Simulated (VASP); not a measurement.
Set up this calculation in VASP 6.6.1, as the native input.

```yaml
Task: single point
Functional: r2SCAN
Potentials_or_basis: VASP PAW PBE potentials, release 64 (Ti_sv)
Cutoff: 520 eV
k_mesh: 20 × 20 × 20
Occupations: gaussian, width 0.15 eV
Spin: no spin polarisation
Dipole_correction: no
Further_INCAR_settings: ALGO = Normal; EDIFF = 1e-06; NBANDS = 12
```

The system is Ti.

```xyz
1
Lattice="0.0000 2.1315 1.9285 2.1315 0.0000 1.9285 2.1315 2.1315 0.0000" Properties=species:S:1:pos:R:3 pbc="T T T"
Ti    0.0000    0.0000    0.0000
```

This cell differs from its parent crystal: strain +0.050 along x and y, -0.050 along z.

One way to write it, as run:

POSCAR

```
Ti
1.0
    0.0000000000      2.1315000000      1.9285000000
    2.1315000000      0.0000000000      1.9285000000
    2.1315000000      2.1315000000      0.0000000000
Ti
1
Direct
    0.0000000000      0.0000000000      0.0000000000
```

INCAR.step1

```
PREC = Accurate
ENCUT = 520
ISMEAR = 0
SIGMA = 0.15
LREAL = False
LASPH = True
NELM = 80
NBANDS = 12
GGA = PE
ALGO = Normal
EDIFF = 1E-4
LWAVE = True
LCHARG = False
```

INCAR.step2

```
PREC = Accurate
ENCUT = 520
EDIFF = 1E-6
ISMEAR = 0
SIGMA = 0.15
LREAL = False
LASPH = True
NELM = 80
ALGO = Normal
ISIF = 2
LWAVE = False
LCHARG = False
METAGGA = R2SCAN
LMIXTAU = True
NBANDS = 12
ISTART = 1
```

KPOINTS

```
regular mesh
0
Gamma
  20 20 20
```

Potentials or basis: VASP PAW PBE potentials, release 64 (Ti_sv).

The run is started by

```bash
$ cat potpaw_PBE.64/Ti_sv/POTCAR > POTCAR
$ cp INCAR.step1 INCAR
$ mpirun -np 1 vasp_std > vasp.out
$ cp INCAR.step2 INCAR
$ mpirun -np 1 vasp_std > vasp.out
```

It gave:

```json
{
 "Pressure": "-0.7 GPa",
 "Band gap on the k mesh": "zero (bands 6 and 7 overlap by 1.50 eV)"
}
```

Caveat: the cell differs from its parent crystal (strain +0.050 along x and y, -0.050 along z); the PAW data sets were made with another functional, which shifts forces and pressure a little.

It took 5.3 min on 1 thread of Intel(R) Xeon(R) Platinum 8259CL CPU @ 2.50GHz (Skylake/Cascade Lake), on a shared host, peak memory 0.25 GiB.
